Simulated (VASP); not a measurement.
# Sr (Fm-3m) in VASP: notebook

The runs below take Sr through single point, with PBE, r2SCAN.

Everything below comes from runs of VASP 6.6.1. Logs are shortened: lines on timing, memory, paths and dates and some standing lists are left out, and cuts for length are marked.

### 1 The cell of the first run

Symmetry: Fm-3m, No. 225, cubic system. Conventional cell: a = 4.854 Å, b = 4.854 Å, c = 4.854 Å, α = 90.00°, β = 90.00°, γ = 90.00°. Within 4.5 Å of Sr (site symmetry m-3m) lie 12 Sr at 3.43 Å.

### 2 Single point, PBE

Input file INCAR:

```
SYSTEM = Sr
PREC = Accurate
ENCUT = 520
EDIFF = 1E-7
ISMEAR = -1
SIGMA = 0.05
LREAL = .FALSE.
LASPH = .TRUE.
NELM = 80
ALGO = Normal
ISIF = 2
LWAVE = .FALSE.
LCHARG = .TRUE.
GGA = PE
LELF = .TRUE.
LVHAR = .TRUE.
NBANDS = 11
```

Input file KPOINTS:

```
regular mesh
0
G
  8 8 8
  0 0 0
```

Input file POSCAR:

```
Sr
1.0
    0.0000000000      2.4268881209      2.4268881209
    2.4268881209      0.0000000000      2.4268881209
    2.4268881209      2.4268881209      0.0000000000
Sr
1
Direct
    0.0000000000      0.0000000000      0.0000000000
```

Potentials or basis: VASP PAW PBE potentials, release 64 (Sr_sv).

The run is started by

```sh
cat potpaw_PBE.64/Sr_sv/POTCAR > POTCAR
mpirun -np 1 vasp_std > vasp.out
```

OUTCAR:

```text
SYSTEM = Sr
   PREC = Accurate
   ENCUT = 520
   EDIFF = 1E-7
   ISMEAR = -1
   LREAL = .FALSE.
   LASPH = .TRUE.
   NELM = 80
   ISIF = 2
   GGA = PE

 ion  position               nearest neighbor table
   1  0.000  0.000  0.000-

  LATTYP: Found a face centered cubic cell.
 ALAT       =     4.8537762418

  Lattice vectors:

 A1 = (   0.0000000000,   2.4268881209,   2.4268881209)
 A2 = (   2.4268881209,   0.0000000000,   2.4268881209)
 A3 = (   2.4268881209,   2.4268881209,   0.0000000000)

Analysis of symmetry for initial positions (statically):
=====================================================================
 Subroutine PRICEL returns:
 Original cell was already a primitive cell.

 Routine SETGRP: Setting up the symmetry group for a
 face centered cubic supercell.

 Subroutine GETGRP returns: Found 48 space group operations
 (whereof 48 operations were pure point group operations)
 out of a pool of 48 trial point group operations.

The static configuration has the point symmetry O_h .

Analysis of symmetry for dynamics (positions and initial velocities):
=====================================================================
 Subroutine PRICEL returns:
 Original cell was already a primitive cell.

 Routine SETGRP: Setting up the symmetry group for a
 face centered cubic supercell.

 Subroutine GETGRP returns: Found 48 space group operations
 (whereof 48 operations were pure point group operations)
 out of a pool of 48 trial point group operations.

The dynamic configuration has the point symmetry O_h .

 Subroutine INISYM returns: Found 48 space group operations
 (whereof 48 operations are pure point group operations),
 and found     1 'primitive' translations

----------------------------------------------------------------------------------------

                                     Primitive cell

  volume of cell :      28.5877

  direct lattice vectors                    reciprocal lattice vectors
     0.000000000  2.426888121  2.426888121    -0.206025154  0.206025154  0.206025154
     2.426888121  0.000000000  2.426888121     0.206025154 -0.206025154  0.206025154
     2.426888121  2.426888121  0.000000000     0.206025154  0.206025154 -0.206025154

  length of vectors
     3.432138095  3.432138095  3.432138095     0.356846035  0.356846035  0.356846035

  position of ions in fractional coordinates (direct lattice)
     0.000000000  0.000000000  0.000000000

  ion indices of the primitive-cell ions
   primitive index   ion index
                 1           1

----------------------------------------------------------------------------------------

 KPOINTS: regular mesh

Automatic generation of k-mesh.
 Grid dimensions read from file:
 generate k-points for:    8    8    8

 Generating k-lattice:

  Cartesian coordinates                     Fractional coordinates (reciprocal lattice)
    -0.025753144  0.025753144  0.025753144     0.125000000  0.000000000  0.000000000
     0.025753144 -0.025753144  0.025753144     0.000000000  0.125000000  0.000000000
     0.025753144  0.025753144 -0.025753144     0.000000000  0.000000000  0.125000000

  Length of vectors
     0.044605754  0.044605754  0.044605754

  Shift w.r.t. Gamma in fractional coordinates (k-lattice)
     0.000000000  0.000000000  0.000000000

 Subroutine IBZKPT returns following result:
 ===========================================

 Found     29 irreducible k-points:

 Following reciprocal coordinates:
            Coordinates               Weight
  0.000000  0.000000  0.000000      1.000000
  0.125000  0.000000  0.000000      8.000000
  0.250000  0.000000  0.000000      8.000000
  0.375000  0.000000  0.000000      8.000000
  0.500000  0.000000  0.000000      4.000000
  0.125000  0.125000  0.000000      6.000000
[... 16 lines left out ...]
  0.500000  0.250000  0.125000     48.000000
 -0.375000  0.250000  0.125000     24.000000
 [... further k-points ...]
   k-points           NKPTS =     29   k-points in BZ     NKDIM =     29   number of bands    NBANDS=     11
   number of dos      NEDOS =    301   number of ions     NIONS =      1
   total plane-waves  NPLWV =  21952
   dimension x,y,z NGX =    28 NGY =   28 NGZ =   28
   dimension x,y,z NGXF=    56 NGYF=   56 NGZF=   56
   ions per type =               1
   NGX,Y,Z   is equivalent  to a cutoff of  13.56, 13.56, 13.56 a.u.
   NGXF,Y,Z  is equivalent  to a cutoff of  27.13, 27.13, 27.13 a.u.
 SYSTEM =  Sr
   PREC   = accura    normal or accurate (medium, high low for compatibility)
   ISTART =      0    job   : 0-new  1-cont  2-samecut
   ICHARG =      2    charge: 1-file 2-atom 10-const
   ISPIN  =      1    spin polarized calculation?
   LNONCOLLINEAR =      F non collinear calculations
   LSORBIT =      F    spin-orbit coupling
   LASPH  =      T    aspherical Exc in radial PAW
   ENCUT  =  520.0 eV  38.22 Ry    6.18 a.u.   6.38  6.38  6.38*2*pi/ulx,y,z
   NELM   =     80;   NELMIN=  2; NELMDL= -5     # of ELM steps
   EDIFF  = 0.1E-06   stopping-criterion for ELM
   LREAL  =      F    real-space projection
   EDIFFG = 0.1E-05   stopping-criterion for IOM
   NSW    =      0    number of steps for IOM
   IBRION =     -1    ionic relax: 0-MD 1-quasi-New 2-CG
   NFREE  =      0    steps in history (QN), initial steepest desc. (CG)
   ISIF   =      2    stress and relaxation
   ISYM   =      2    0-nonsym 1-usesym 2-fastsym
   POTIM  = 0.5000    time-step for ionic-motion
   TEBEG  =    0.0;   TEEND  =   0.0 temperature during run
   PSTRESS=    0.0 pullay stress
   NELECT =      10.0000    total number of electrons
   NUPDOWN=      -1.0000    fix difference up-down
   EMIN   =  10.00;   EMAX   =-10.00  energy-range for DOS
   EFERMI =   0.00;   METHOD = LEGACY
   ISMEAR =    -1;   SIGMA  =   0.05  broadening in eV -4-tet -1-fermi 0-gaus
   EFERMI_NEDOS =   21; number of points for ismear=-14 and -15
   IALGO  =     38    algorithm
   IMIX   =      4    mixing-type and parameters
     AMIX     =   0.40;   BMIX     =  1.00
     AMIX_MAG =   1.60;   BMIX_MAG =  1.00
  volume/ion in A,a.u.               =      28.59       192.92
  Fermi-wavevector in a.u.,A,eV,Ry     =   1.153493  2.179786 18.103188  1.330547
  Thomas-Fermi vector in A             =   2.290137
   LORBIT       =      0    0 simple, 1 ext, 2 COOP (PROOUT), +10 PAW based schemes
   GGA     = PE    functional components
   LHFCALC =     F    Hartree Fock is set to
   AEXX    =    0.0000 exact exchange contribution
   IVDW    =     0    specifies the selected vdW correction
   LEPSILON=     F    determine dielectric tensor
   LRPA    =     F    only Hartree local field effects (RPA)
 non-spin polarized calculation
  energy-cutoff  :      520.00
  volume of cell :       28.59
 maximum number of plane-waves:       783
 NGX is ok and might be reduce to    28
   NGX = 13   NGY = 13   NGZ = 13

 number of electron      10.0000000 magnetization

 Free energy of the ion-electron system (eV)
  ---------------------------------------------------
  ext. energy  EPLUGINS =         0.00000000
  ---------------------------------------------------
  free energy    TOTEN  =        -0.55728231 eV

  energy without entropy =       -0.54947824  energy(sigma->0) =       -0.55338028

 E-fermi :   4.3321     XC(G=0):  -9.6667

 val. band max:        4.1825249388   @ k =   0.3750   0.3750   0.0000
 cond. band min:       4.3378983262   @ k =  -0.3750   0.2500   0.0000
 fundamental gap:      0.1553733874
 Fermi energy:         4.3321413051

 k-point     1 :       0.0000    0.0000    0.0000
  band No.  band energies     occupation
      1     -31.2949      2.00000
      2     -12.6150      2.00000
      3     -12.6150      2.00000
      4     -12.6150      2.00000
      5       0.2708      2.00000
      6       7.4410      0.00000
      7       7.4410      0.00000
      8       7.4410      0.00000
      9      10.3284      0.00000
     10      10.3284      0.00000
     11      13.8564      0.00000

 k-point     2 :       0.1250    0.0000    0.0000
  band No.  band energies     occupation
      1     -31.2622      2.00000
      2     -12.8672      2.00000
      3     -12.6426      2.00000
      4     -12.6426      2.00000
      5       0.7799      2.00000
      6       6.8537      0.00000
      7       7.6580      0.00000
      8       7.6580      0.00000
      9      10.0040      0.00000
     10      10.0040      0.00000
     11      14.9192      0.00000

 k-point     3 :       0.2500    0.0000    0.0000
  band No.  band energies     occupation
      1     -31.1821      2.00000
      2     -13.4306      2.00000
      3     -12.7081      2.00000
      4     -12.7081      2.00000
      5       1.9414      2.00000
      6       6.0777      0.00000
      7       7.7291      0.00000
      8       7.7291      0.00000
      9      10.1527      0.00000
     10      10.1527      0.00000
     11      14.1457      0.00000

 k-point     4 :       0.3750    0.0000    0.0000
  band No.  band energies     occupation
      1     -31.1000      2.00000
      2     -13.9442      2.00000
      3     -12.7720      2.00000
      4     -12.7720      2.00000
      5       2.7743      2.00000
      6       6.1870      0.00000
      7       7.3125      0.00000
      8       7.3125      0.00000
      9      11.4956      0.00000
     10      11.4956      0.00000
     11      13.4248      0.00000
[... 239 lines left out ...]
 k-point    22 :       0.3750    0.2500    0.1250
  band No.  band energies     occupation
      1     -31.1221      2.00000
      2     -13.5525      2.00000
      3     -12.9961      2.00000
      4     -12.8000      2.00000
      5       2.8926      2.00000
      6       5.3761      0.00000
      7       6.6432      0.00000
      8       8.9008      0.00000
      9       9.1673      0.00000
     10      11.9813      0.00000
     11      16.5386      0.00000

 k-point    23 :       0.5000    0.2500    0.1250
  band No.  band energies     occupation
      1     -31.0559      2.00000
      2     -13.8222      2.00000
      3     -13.1645      2.00000
      4     -12.8831      2.00000
      5       3.8430      1.99989
      6       5.2664      0.00000
      7       6.0410      0.00000
      8       8.4927      0.00000
      9      10.6892      0.00000
     10      13.3407      0.00000
     11      15.5179      0.00000

 k-point    24 :      -0.3750    0.2500    0.1250
  band No.  band energies     occupation
      1     -31.0281      2.00000
      2     -13.9361      2.00000
      3     -13.2174      2.00000
      4     -12.9282      2.00000
      5       4.1639      1.93322
      6       4.9495      0.00001
      7       6.4949      0.00000
      8       8.2376      0.00000
      9      11.7210      0.00000
     10      13.3794      0.00000
     11      14.5821      0.00000

 [... further k-points ...]
[... 5 lines left out ...]
  --------------------------------------------------------------------------------------
  -------------------------------------------------------------------------------------
  Total        3.5954914      3.5954914      3.5954914     -0.0000000      0.0000000      0.0000000
  in kB      201.5067371    201.5067371    201.5067371     -0.0000000      0.0000000      0.0000000
  external PRESSURE =     201.5067371 kB  Pullay stress =       0.0000000 kB

 VOLUME and BASIS-vectors are now :
 -----------------------------------------------------------------------------
  energy-cutoff  :      520.00
  volume of cell :       28.59
      direct lattice vectors                 reciprocal lattice vectors
     0.000000000  2.426888121  2.426888121    -0.206025154  0.206025154  0.206025154
     2.426888121  0.000000000  2.426888121     0.206025154 -0.206025154  0.206025154
     2.426888121  2.426888121  0.000000000     0.206025154  0.206025154 -0.206025154

 POSITION                                       TOTAL-FORCE (eV/Angst)
 -----------------------------------------------------------------------------------
      0.00000      0.00000      0.00000        -0.000000      0.000000     -0.000000
 -----------------------------------------------------------------------------------
    total drift:                               -0.000000     -0.000000     -0.000000

  FREE ENERGIE OF THE ION-ELECTRON SYSTEM (eV)
  ---------------------------------------------------
  free  energy   TOTEN  =        -0.5572823104 eV

  energy  without entropy=       -0.5494782432  energy(sigma->0) =       -0.55338028
```

Run time: 6 s. Hardware: 1 thread of Intel Xeon 6975P-C (Granite Rapids), shared host; peak memory 0.15 GiB.

What came out:

* Free energy: -0.5573 eV
* Pressure: 20.2 GPa
* Band gap on the k mesh: zero (band 5 reaches 4.47 eV, above the bottom of band 6 at 3.84 eV)

[end of part 1 of 2]
